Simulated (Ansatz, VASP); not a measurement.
# One calculation of BN, two programs

File INCAR:

```
SYSTEM = BN
PREC = Accurate
ENCUT = 600
EDIFF = 1E-6
ISMEAR = 0
SIGMA = 0.01
LREAL = .FALSE.
LASPH = .TRUE.
NELM = 120
ALGO = Normal
ISIF = 2
LWAVE = .FALSE.
LCHARG = .TRUE.
GGA = PE
IVDW = 13
LELF = .TRUE.
LVHAR = .TRUE.
NBANDS = 16
GGA_COMPAT = .FALSE.
```

File KPOINTS:

```
regular mesh
0
G
  6 6 2
  0 0 0
```

POSCAR

```
BN
1.0
    2.4982400000      0.0000000000      0.0000000000
   -1.2491200000      2.1635393000      0.0000000000
    0.0000000000      0.0000000000      6.6357000000
B N
2 2
Direct
    0.3333333333      0.6666666667      0.2500000000
    0.6666666667      0.3333333333      0.7500000000
    0.3333333333      0.6666666667      0.8100000000
    0.6666666667      0.3333333333      0.2500000000
```

Input for Ansatz:

```yaml
crystal:
  lattice:
    - [2.49824, 0.0, 0.0]
    - [-1.24912, 2.1635393, 0.0]
    - [0.0, 0.0, 6.6357]
  atoms:
    - { symbol: B, position: [0.3333333333333333, 0.6666666666666666, 0.25] }
    - { symbol: B, position: [0.6666666666666666, 0.3333333333333333, 0.75] }
    - { symbol: "N", position: [0.3333333333333333, 0.6666666666666666, 0.81] }
    - { symbol: "N", position: [0.6666666666666666, 0.3333333333333333, 0.25] }
basis:
  ecutwfc: 489.804952427784
  ecutrho_ratio: 6
kpoints:
  mp_grid:
    grid: [6, 6, 2]
hamiltonian:
  xc: pbe
  dispersion: d4
scf:
  self_checks: low
  convergence:
    dr2_threshold: 1.0e-05
  mixing:
    algorithm: anderson
    beta: 0.6
    ndim: 6
  occupations:
    method: fixed
  eigensolver:
    kind: davidson
    mixed_precision: false
  initial_density:
    normalization: atom
output:
  forces: true
```

Alike in both runs: task single point; functional PBE; dispersion D4; k mesh 6 × 6 × 2; no spin polarisation.

|  | VASP | Ansatz |
| --- | --- | --- |
| version | VASP 6.6.1 | Ansatz 0.2.0 |
| potentials or method | VASP PAW PBE potentials, release 64 (B, N), cutoff 600 eV | plane waves, PAW |
| occupations | gaussian, width 0.01 eV | fixed |
| valence electrons in the cell | 16 | 16 |

```csv
,VASP,Ansatz,Ansatz less VASP
rms of the force components (eV/Å),2.249,2.249,+0.0004
```

Atom by atom the forces differ by 0.001 eV/Å (rms over components). Ansatz's warnings: force scf threshold loose.

The k mesh is coarse, so the values compare programs but aren't converged.
